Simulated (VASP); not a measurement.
# LaScF (P4/mmm) in VASP: a series of runs, part 2 of 2

VASP 6.6.1. Earlier steps stand in the parts before.

**3. Relaxation of cell and atoms, PBE**

This run uses another cell than the first one, of 23.67 Å³/atom.

Contents of INCAR:

```
SYSTEM = LaScF
  ALGO = Normal
  EDIFF = 1E-6
  EDIFFG = -0.04
  ENCUT = 600
  GGA = PE
  IBRION = 2
  ISIF = 3
  ISMEAR = 0
  LASPH = .True.
  LCHARG = .False.
  LREAL = .False.
  LWAVE = .False.
  NELM = 80
  NSW = 90
  PREC = Accurate
  SIGMA = 0.1
```

Contents of KPOINTS:

```
k-points
0
Gamma
  6 6 4
  0 0 0
```

Contents of POSCAR:

```
LaScF
1.0
    3.1496467145      0.0000000000      0.0000000000
    0.0000000000      3.1496467145      0.0000000000
    0.0000000000      0.0000000000      7.1567926271
La Sc F
1 1 1
Direct
    0.0000000000      0.0000000000      0.0000000000
    0.0000000000      0.0000000000      0.5000000000
    0.5000000000      0.5000000000      0.5000000000
```

Potentials or basis: VASP PAW PBE potentials, release 64 (La, Sc_sv, F).

Started as:

```console
$ cat potpaw_PBE.64/La/POTCAR potpaw_PBE.64/Sc_sv/POTCAR potpaw_PBE.64/F/POTCAR > POTCAR
$ mpirun -np 1 vasp_std > vasp.out
```

Wall time 4 min (1 thread of Oxide Virtual Turin-like, shared host); peak memory 0.23 GiB.

The run converged. Its results:

```
Free energy                           : -16.1995 eV
Relaxed volume                        : 22.96 Å³/atom
Relaxed cell                          : a = 3.163 Å, b = 3.163 Å, c = 6.886 Å, α = 90.00°, β = 90.00°, γ = 90.00°
Space group after relaxing (to 0.1 Å) : P4/mmm (No. 123)
Energy gained by relaxing             : 5.8 meV/atom
Ionic steps                           : 6
Pressure after relaxing               : 0.1 GPa
Band gap on the k mesh                : zero (an odd number of electrons rules out a gap without spin polarisation)
```

Step by step:
```tsv
step	energy change (eV)	largest force (eV/Å)	pressure (GPa)	volume (Å³)
1	0.0000	0.0000	-0.31	71.00
2	-0.0105	0.0000	-0.41	70.52
3	-0.0162	0.0000	-0.42	69.69
4	-0.0163	0.0000	-0.44	69.83
5	-0.0163	0.0000	-0.44	69.81
6	-0.0174	0.0000	0.05	68.89
```

Final structure:
```
La Sc F
1.0
     3.16311    0.00000    0.00000
     0.00000    3.16311    0.00000
     0.00000    0.00000    6.88556
La Sc F
1 1 1
Direct
  0.00000 0.00000 0.00000
  0.00000 0.00000 0.50000
  0.50000 0.50000 0.50000
```

Levels at points of the mesh, in eV from the Fermi level:
```csv
k point,band 11,band 12,band 13,band 14,band 15,band 16,band 17,band 18
"(0.00, 0.00, 0.00)",-7.81,-7.66,-2.84,-1.23,-1.16,-0.82,1.31,1.39
"(0.50, 0.00, 0.00)",-8.61,-7.73,-1.22,-0.73,0.07,1.06,1.52,1.60
"(0.50, 0.50, 0.00)",-8.34,-7.31,-2.50,-0.72,-0.72,0.43,1.60,1.81
"(0.00, 0.00, 0.50)",-7.81,-7.72,-1.71,-1.10,-1.07,-1.00,-0.35,1.18
"(0.50, 0.00, 0.50)",-8.61,-7.70,-1.26,0.04,0.49,0.54,0.87,1.22
"(0.50, 0.50, 0.50)",-8.35,-7.31,-2.45,0.01,0.01,0.46,0.46,1.22
```

Caveat: spin-orbit coupling is left out, which moves the levels of the heavy elements; an odd number of electrons without spin polarisation forces a metal; a magnetic or distorted state may lie lower.

**4. Single point, PBE**

This run uses another cell than the first one, of 23.51 Å³/atom.

Contents of INCAR:

```
  ALGO = Normal
  EDIFF = 1E-6
  ENCUT = 520
  GGA = PE
  ISIF = 2
  ISMEAR = 0
  LASPH = T
  LCHARG = T
  LELF = T
  LREAL = F
  LVHAR = T
  LWAVE = F
  NBANDS = 22
  NELM = 60
  PREC = Accurate
  SIGMA = 0.1
```

Contents of KPOINTS:

```
k-points
0
Gamma
  14 14 8
```

Contents of POSCAR:

```
LaScF
1.0
    3.1671913048      0.0000000000      0.0000000000
    0.0000000000      3.1671913048      0.0000000000
    0.0000000000      0.0000000000      7.0325768113
La Sc F
1 1 1
Direct
    0.0000000000      0.0000000000      0.0000000000
    0.0000000000      0.0000000000      0.5000000000
    0.5000000000      0.5000000000      0.5000000000
```

Started as:

```console
$ cat potpaw_PBE.64/La/POTCAR potpaw_PBE.64/Sc_sv/POTCAR potpaw_PBE.64/F/POTCAR > POTCAR
$ mpirun -np 1 vasp_std > vasp.out
```

It took 5.4 min on 1 thread of Oxide Virtual Turin-like, shared host; peak memory 0.43 GiB.

It converged, with:

| Item | Value |
| --- | --- |
| Free energy | -16.2012 eV |
| Pressure | 0.1 GPa |
| Band gap on the k mesh | zero (an odd number of electrons rules out a gap without spin polarisation) |

Stress tensor (GPa, compression positive):
```
 0.20  0.00  0.00
 0.00  0.20  0.00
 0.00  0.00 -0.07
```

Levels at points of the mesh, in eV from the Fermi level:
| k point | band 12 | band 13 | band 14 | band 15 | band 16 | band 17 |
| --- | --- | --- | --- | --- | --- | --- |
| (0.00, 0.00, 0.00) | -7.68 | -2.82 | -1.20 | -1.06 | -0.83 | 1.20 |
| (0.50, 0.00, 0.00) | -7.74 | -1.15 | -0.70 | 0.18 | 1.14 | 1.46 |
| (0.50, 0.50, 0.00) | -7.33 | -2.36 | -0.65 | -0.65 | 0.46 | 1.67 |
| (0.00, 0.00, 0.50) | -7.74 | -1.67 | -1.22 | -1.09 | -0.95 | -0.35 |
| (0.50, 0.00, 0.50) | -7.72 | -1.16 | 0.14 | 0.45 | 0.46 | 0.87 |
| (0.50, 0.50, 0.50) | -7.33 | -2.32 | -0.03 | -0.03 | 0.55 | 0.55 |

Caveat: spin-orbit coupling is left out, which moves the levels of the heavy elements; an odd number of electrons without spin polarisation forces a metal; a magnetic or distorted state may lie lower.

**5. Relaxation of cell and atoms, PBE**

This run uses another cell than the first one, of 22.95 Å³/atom.

Contents of INCAR:

```
SYSTEM = LaScF
PREC     = Accurate       ! precision mode
ENCUT    = 600            ! plane-wave cutoff, eV
EDIFF    = 1E-7           ! SCF threshold, eV
ISMEAR   = 0              ! smearing method
SIGMA    = 0.1            ! smearing width, eV
LREAL    = .False.        ! projectors in reciprocal space
LASPH    = .True.         ! aspherical terms in the spheres
NELM     = 100            ! most SCF steps
ALGO     = Normal         ! electronic algorithm
ISIF     = 3              ! what is computed and relaxed
LWAVE    = .False.        ! write WAVECAR
LCHARG   = .False.        ! write CHGCAR
GGA      = PE             ! functional
IBRION   = 2              ! ionic algorithm
NSW      = 100            ! ionic steps
EDIFFG   = -0.01          ! ionic threshold
```

Contents of KPOINTS:

```
Automatic mesh
0
Gamma
  14 14 8
  0 0 0
```

Contents of POSCAR:

```
LaScF
1.0
    3.1571363226      0.0000000000      0.0000000000
    0.0000000000      3.1571363226      0.0000000000
    0.0000000000      0.0000000000      6.9080204626
La Sc F
1 1 1
Direct
    0.0000000000      0.0000000000      0.0000000000
    0.0000000000      0.0000000000      0.5000000000
    0.5000000000      0.5000000000      0.5000000000
```

Started as:

```console
$ cat potpaw_PBE.64/La/POTCAR potpaw_PBE.64/Sc_sv/POTCAR potpaw_PBE.64/F/POTCAR > POTCAR
$ mpirun -np 1 vasp_std > vasp.out
```

It took 21 min on 1 thread of Oxide Virtual Turin-like, shared host; peak memory 0.48 GiB.

Results (log left out):

```
Free energy                           : -16.2030 eV
Relaxed volume                        : 23.54 Å³/atom
Relaxed cell                          : a = 3.171 Å, b = 3.171 Å, c = 7.023 Å, α = 90.00°, β = 90.00°, γ = 90.00°
Space group after relaxing (to 0.1 Å) : P4/mmm (No. 123)
Energy gained by relaxing             : 1.8 meV/atom
Ionic steps                           : 5
Pressure after relaxing               : 0.0 GPa
Band gap on the k mesh                : zero (an odd number of electrons rules out a gap without spin polarisation)
```

Step by step:
| step | energy change (eV) | largest force (eV/Å) | pressure (GPa) | volume (Å³) |
| --- | --- | --- | --- | --- |
| 1 | 0.0000 | 0.0000 | 0.86 | 68.86 |
| 2 | -0.0042 | 0.0000 | 0.15 | 70.09 |
| 3 | -0.0044 | 0.0000 | -0.06 | 70.47 |
| 4 | -0.0052 | 0.0000 | -0.02 | 70.57 |
| 5 | -0.0053 | 0.0000 | 0.00 | 70.63 |

Final structure:
```yaml
crystal:
  lattice:
    - [3.17129, 0.00000, 0.00000]
    - [0.00000, 3.17129, 0.00000]
    - [0.00000, 0.00000, 7.02303]
  atoms:
    - { symbol: La, position: [0.00000, 0.00000, 0.00000] }
    - { symbol: Sc, position: [0.00000, 0.00000, 0.50000] }
    - { symbol: F, position: [0.50000, 0.50000, 0.50000] }
```

Levels at points of the mesh, in eV from the Fermi level:
```csv
k point,band 12,band 13,band 14,band 15,band 16,band 17
"(0.00, 0.00, 0.00)",-7.66,-2.82,-1.19,-1.06,-0.82,1.19
"(0.50, 0.00, 0.00)",-7.72,-1.14,-0.71,0.18,1.14,1.46
"(0.50, 0.50, 0.00)",-7.31,-2.34,-0.65,-0.65,0.44,1.67
"(0.00, 0.00, 0.50)",-7.72,-1.67,-1.22,-1.08,-0.94,-0.34
"(0.50, 0.00, 0.50)",-7.70,-1.16,0.13,0.45,0.46,0.87
"(0.50, 0.50, 0.50)",-7.31,-2.30,-0.03,-0.03,0.55,0.55
```

Caveat: spin-orbit coupling is left out, which moves the levels of the heavy elements; an odd number of electrons without spin polarisation forces a metal; a magnetic or distorted state may lie lower.

**6. The runs side by side**

| task | cell | k mesh | cutoff (eV) | gap on the mesh (eV) | pressure (GPa) | relaxed volume (Å³/atom) |
| --- | --- | --- | --- | --- | --- | --- |
| relaxation of cell and atoms | relaxed from a = 3.802, b = 3.802, c = 5.080 Å, 3 atoms | 4 × 4 × 4 | 600 | none | 0.1 | 22.77 |
| relaxation of cell and atoms | relaxed from a = 3.150, b = 3.150, c = 7.157 Å, 3 atoms | 6 × 6 × 4 | 600 | none | 0.1 | 22.96 |
| single point | a = 3.167, b = 3.167, c = 7.033 Å, 3 atoms | 14 × 14 × 8 | 520 | none | 0.1 | - |
| relaxation of cell and atoms | relaxed from a = 3.157, b = 3.157, c = 6.908 Å, 3 atoms | 14 × 14 × 8 | 600 | none | 0.0 | 23.54 |

Alike in all rows: level PBE; potentials or basis VASP PAW PBE potentials, release 64 (La, Sc_sv, F); no spin polarisation; smearing gaussian 0.1 eV.

Caveats: some runs use coarse meshes; spin-orbit coupling is left out, which moves the levels of the heavy elements; an odd number of electrons without spin polarisation forces a metal; a magnetic or distorted state may lie lower; a cell axis changed by over 15 % at a fixed basis, so the end point is rough (at least some runs).

Absolute energies hang on the potentials; compare differences alone.
